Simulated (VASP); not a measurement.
# ZnC (P2_13) in VASP: a series of runs, part 2 of 2

VASP 6.6.1.

## Step 3: Relaxation of cell and atoms, PBE

Input file INCAR:

```
SYSTEM = ZnC
  PREC = Accurate
  ENCUT = 600
  EDIFF = 1E-6
  ISMEAR = 0
  SIGMA = 0.1
  LREAL = .FALSE.
  LASPH = .TRUE.
  NELM = 80
  ALGO = Normal
  ISIF = 3
  LWAVE = .FALSE.
  LCHARG = .FALSE.
  GGA = PE
  IBRION = 2
  NSW = 90
  EDIFFG = -0.04
```

Input file KPOINTS:

```
regular mesh
0
G
  4 4 4
  0 0 0
```

Input file POSCAR:

```
ZnC
1.0
    4.3064646138      0.0000000000      0.0000000000
    0.0000000000      4.3064646138      0.0000000000
    0.0000000000      0.0000000000      4.3064646138
Zn C
4 4
Direct
    0.1340000000      0.1340000000      0.1340000000
    0.3660000000      0.8660000000      0.6340000000
    0.6340000000      0.3660000000      0.8660000000
    0.8660000000      0.6340000000      0.3660000000
    0.8445000000      0.8445000000      0.8445000000
    0.6555000000      0.1555000000      0.3445000000
    0.3445000000      0.6555000000      0.1555000000
    0.1555000000      0.3445000000      0.6555000000
```

Potentials or basis: VASP PAW PBE potentials, release 64 (Zn, C).

The run is started by

```console
$ cat potpaw_PBE.64/Zn/POTCAR potpaw_PBE.64/C/POTCAR > POTCAR
$ mpirun -np 1 vasp_std > vasp.out
```

OUTCAR:

```text
SYSTEM = ZnC
   PREC = Accurate
   ENCUT = 600
   EDIFF = 1E-6
   ISMEAR = 0
   LREAL = .FALSE.
   LASPH = .TRUE.
   NELM = 80
   ISIF = 3
   GGA = PE
   IBRION = 2
   NSW = 90
   EDIFFG = -0.04

 ion  position               nearest neighbor table
   1  0.134  0.134  0.134-   5 2.16   6 2.25   7 2.25   8 2.25   7 2.42   8 2.42   6 2.42   3 2.64
                             4 2.64   2 2.64   2 2.64   4 2.64   3 2.64
   2  0.366  0.866  0.634-   6 2.16   5 2.25   7 2.25   8 2.25   7 2.42   8 2.42   5 2.42   1 2.64
                             1 2.64   3 2.64   3 2.64   4 2.64   4 2.64
   3  0.634  0.366  0.866-   7 2.16   6 2.25   5 2.25   8 2.25   8 2.42   6 2.42   5 2.42   1 2.64
                             4 2.64   2 2.64   2 2.64   4 2.64   1 2.64
   4  0.866  0.634  0.366-   8 2.16   6 2.25   7 2.25   5 2.25   6 2.42   5 2.42   7 2.42   1 2.64
                             3 2.64   2 2.64   1 2.64   2 2.64   3 2.64
   5  0.844  0.844  0.844-   1 2.16   2 2.25   3 2.25   4 2.25   3 2.42   4 2.42   2 2.42
[... 773 lines left out ...]
--------------------------------------- Ionic step       40  -------------------------------------------

 number of electron      63.9999994 magnetization

------------------------ aborting loop because EDIFF is reached ----------------------------------------
[... 79 lines left out ...]
--------------------------------------- Ionic step       42  -------------------------------------------

 number of electron      63.9999986 magnetization

 Free energy of the ion-electron system (eV)
  ---------------------------------------------------
  ext. energy  EPLUGINS =         0.00000000
  ---------------------------------------------------
  free energy    TOTEN  =       -28.03638387 eV

  energy without entropy =      -28.01766747  energy(sigma->0) =      -28.02702567

 E-fermi :   3.6505     XC(G=0): -12.0746

 val. band max:        3.6499284910   @ k =   0.5000   0.0000   0.0000
 cond. band min:       3.8047747285   @ k =   0.2500   0.2500   0.2500
 fundamental gap:      0.1548462374
 Fermi energy:         3.6504616585

 k-point     1 :       0.0000    0.0000    0.0000
  band No.  band energies     occupation
      1      -9.9106      2.00000
      2      -6.7581      2.00000
      3      -6.7581      2.00000
      4      -6.7581      2.00000
      5      -3.3268      2.00000
      6      -3.3268      2.00000
[... 475 lines left out ...]
  FREE ENERGIE OF THE ION-ELECTRON SYSTEM (eV)
  ---------------------------------------------------
  free  energy   TOTEN  =       -28.0363838652 eV

  energy  without entropy=      -28.0176674695  energy(sigma->0) =      -28.02702567

 reached required accuracy - stopping structural energy minimisation
```

OSZICAR:

```text
N       E                     dE             d eps       ncg     rms          rms(c)
DAV:   1     0.525576914644E+03    0.52558E+03   -0.33255E+04   836   0.275E+03
DAV:   2     0.320975365987E+02   -0.49348E+03   -0.47872E+03   836   0.548E+02
DAV:   3    -0.248496620848E+02   -0.56947E+02   -0.54870E+02   954   0.168E+02
[... 442 lines left out ...]
DAV:   2    -0.280364464611E+02    0.33655E-03   -0.49497E-03  1028   0.103E+00    0.748E-02
DAV:   3    -0.280364040172E+02    0.42444E-04   -0.24844E-04   922   0.192E-01    0.364E-02
DAV:   4    -0.280363852829E+02    0.18734E-04   -0.54481E-05  1038   0.731E-02    0.879E-03
DAV:   5    -0.280363842395E+02    0.10433E-05   -0.64529E-06   882   0.189E-02    0.353E-03
DAV:   6    -0.280363838652E+02    0.37435E-06   -0.10189E-06   490   0.636E-03
  42 F= -.28036384E+02 E0= -.28027026E+02  d E =-.120042E-02
```

CONTCAR:

```text
ZnC
   1.00000000000000
     4.4088832826576398    0.0000000000000000   -0.0000000000000000
    -0.0000000000000002    4.4088832826576398    0.0000000000000000
     0.0000000000000002    0.0000000000000000    4.4088832826576390
  Zn              C
     4     4
Direct
     0.2520032493384070    0.2520032493384069    0.2520032493384069
     0.2479967506615929    0.7479967506615931    0.7520032493384069
     0.7520032493384069    0.2479967506615929    0.7479967506615931
     0.7479967506615931    0.7520032493384069    0.2479967506615929
     0.7479569036340366    0.7479569036340367    0.7479569036340366
     0.7520430963659633    0.2520430963659634    0.2479569036340366
     0.2479569036340367    0.7520430963659633    0.2520430963659634
     0.2520430963659634    0.2479569036340367    0.7520430963659634

  0.00000000E+00  0.00000000E+00  0.00000000E+00
  0.00000000E+00  0.00000000E+00  0.00000000E+00
  0.00000000E+00  0.00000000E+00  0.00000000E+00
  0.00000000E+00  0.00000000E+00  0.00000000E+00
  0.00000000E+00  0.00000000E+00  0.00000000E+00
  0.00000000E+00  0.00000000E+00  0.00000000E+00
  0.00000000E+00  0.00000000E+00  0.00000000E+00
  0.00000000E+00  0.00000000E+00  0.00000000E+00
```

Wall time 21 min (1 thread of Intel Xeon 6975P-C, shared host); peak memory 0.23 GiB.

What came out:

```
Free energy                            : -28.0364 eV
Relaxed volume                         : 10.71 Å³/atom
Relaxed cell                           : a = 4.409 Å, b = 4.409 Å, c = 4.409 Å, α = 90.00°, β = 90.00°, γ = 90.00°
Space group after relaxing (to 0.05 Å) : P2_13 (No. 198)
Energy gained by relaxing              : 348.6 meV/atom
Ionic steps                            : 42
Pressure after relaxing                : -0.4 GPa
Largest force after relaxing           : 0.035 eV/Å
Band gap on the k mesh                 : zero (band 32 reaches 5.63 eV, above the bottom of band 33 at 2.35 eV)
```

Forces on the atoms (eV/Å):
```
Zn  -0.018 -0.018 -0.018
Zn   0.018  0.018 -0.018
Zn  -0.018  0.018  0.018
Zn   0.018 -0.018  0.018
C    0.020  0.020  0.020
C   -0.020 -0.020  0.020
C    0.020 -0.020 -0.020
C   -0.020  0.020 -0.020
```

The path:
```csv
step,energy change (eV),largest force (eV/Å),pressure (GPa),volume (Å³)
1,0.0000,0.5754,10.90,79.87
3,-0.2175,0.3718,-0.83,85.96
5,-0.3419,0.4151,-0.58,85.11
7,-0.4334,0.5759,10.16,81.34
9,-0.5969,0.2628,4.38,82.54
11,-0.6370,0.3668,2.09,84.69
13,-0.6695,0.2984,-0.86,86.23
15,-0.6875,0.2874,-1.28,86.34
17,-0.8214,0.4581,1.65,83.86
19,-0.8808,0.7150,4.37,82.48
21,-0.8925,0.8444,5.76,81.85
23,-0.9166,0.9214,6.14,81.78
25,-0.9475,1.2691,8.47,81.49
27,-0.9947,1.1711,6.90,81.99
29,-1.2642,1.2305,1.24,85.77
31,-1.5389,1.2114,-4.50,90.75
33,-2.6205,0.5708,-4.12,88.73
35,-2.7127,0.3628,-3.59,87.93
37,-2.7665,0.2572,1.22,84.78
39,-2.7858,0.0847,0.34,85.25
41,-2.7876,0.0507,-0.55,85.78
42,-2.7888,0.0348,-0.40,85.70
```

Final structure:
```xyz
8
Lattice="4.4089 0.0000 0.0000 0.0000 4.4089 0.0000 0.0000 0.0000 4.4089" Properties=species:S:1:pos:R:3 pbc="T T T"
Zn    1.1111    1.1111    1.1111
Zn    1.0934    3.2978    3.3155
Zn    3.3155    1.0934    3.2978
Zn    3.2978    3.3155    1.0934
C     3.2977    3.2977    3.2977
C     3.3157    1.1112    1.0932
C     1.0932    3.3157    1.1112
C     1.1112    1.0932    3.3157
```

Caveat: the k points lie up to 0.36 Å⁻¹ apart in the final cell.
